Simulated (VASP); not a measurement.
Set up this calculation in VASP 6.6.1, as the native input.

| Property | Result |
| --- | --- |
| Task | single point |
| Functional | r2SCAN |
| Potentials or basis | VASP PAW PBE potentials, release 64 (Ti_sv, Ni) |
| Cutoff | 520 eV |
| k mesh | 18 × 18 × 18 |
| Occupations | gaussian, width 0.1 eV |
| Spin | no spin polarisation |
| Dipole correction | no |
| Further INCAR settings | ALGO = Normal; EDIFF = 1e-06; NBANDS = 18 |

Crystal: TiNi.

```xyz
2
Lattice="2.9888 0.0000 0.0000 0.0000 2.9888 0.0000 0.0000 0.0000 2.9888" Properties=species:S:1:pos:R:3 pbc="T T T"
Ti    1.4944    1.4944    1.4944
Ni    0.0000    0.0000    0.0000
```

The input as run:

POSCAR

```
TiNi
1.0
    2.9887892650      0.0000000000      0.0000000000
    0.0000000000      2.9887892650      0.0000000000
    0.0000000000      0.0000000000      2.9887892650
Ti Ni
1 1
Direct
    0.5000000000      0.5000000000      0.5000000000
    0.0000000000      0.0000000000      0.0000000000
```

INCAR.step1

```
PREC     = Accurate       # precision mode
ENCUT    = 520            # plane-wave cutoff, eV
ISMEAR   = 0              # smearing method
SIGMA    = 0.1            # smearing width, eV
LREAL    = F              # projectors in reciprocal space
LASPH    = T              # aspherical terms in the spheres
NELM     = 80             # most SCF steps
NBANDS   = 18             # bands
GGA      = PE             # functional
ALGO     = Normal         # electronic algorithm
EDIFF    = 1E-4           # SCF threshold, eV
LWAVE    = T              # write WAVECAR
LCHARG   = F              # write CHGCAR
```

INCAR.step2

```
PREC     = Accurate       # precision mode
ENCUT    = 520            # plane-wave cutoff, eV
EDIFF    = 1E-6           # SCF threshold, eV
ISMEAR   = 0              # smearing method
SIGMA    = 0.1            # smearing width, eV
LREAL    = F              # projectors in reciprocal space
LASPH    = T              # aspherical terms in the spheres
NELM     = 80             # most SCF steps
ALGO     = Normal         # electronic algorithm
ISIF     = 2              # what is computed and relaxed
LWAVE    = F              # write WAVECAR
LCHARG   = F              # write CHGCAR
METAGGA  = R2SCAN         # meta-GGA
LMIXTAU  = T            
NBANDS   = 18             # bands
ISTART   = 1
```

KPOINTS

```
Automatic mesh
0
Gamma
  18 18 18
```

Potentials or basis: VASP PAW PBE potentials, release 64 (Ti_sv, Ni).

The run is started by

```sh
$ cat potpaw_PBE.64/Ti_sv/POTCAR potpaw_PBE.64/Ni/POTCAR > POTCAR
$ cp INCAR.step1 INCAR
$ mpirun -np 1 vasp_std > vasp.out
$ cp INCAR.step2 INCAR
$ mpirun -np 1 vasp_std > vasp.out
```

It gave:

```yaml
Pressure: 0.4 GPa
Band_gap_on_the_k_mesh: zero (band 11 reaches 10.12 eV, above the bottom of band 12 at 8.28 eV)
```

Caveat: the PAW data sets were made with another functional, which shifts forces and pressure a little.

It took 4.3 min on 1 thread of Intel(R) Xeon(R) Platinum 8259CL CPU @ 2.50GHz (Skylake/Cascade Lake), on a shared host, peak memory 0.23 GiB.
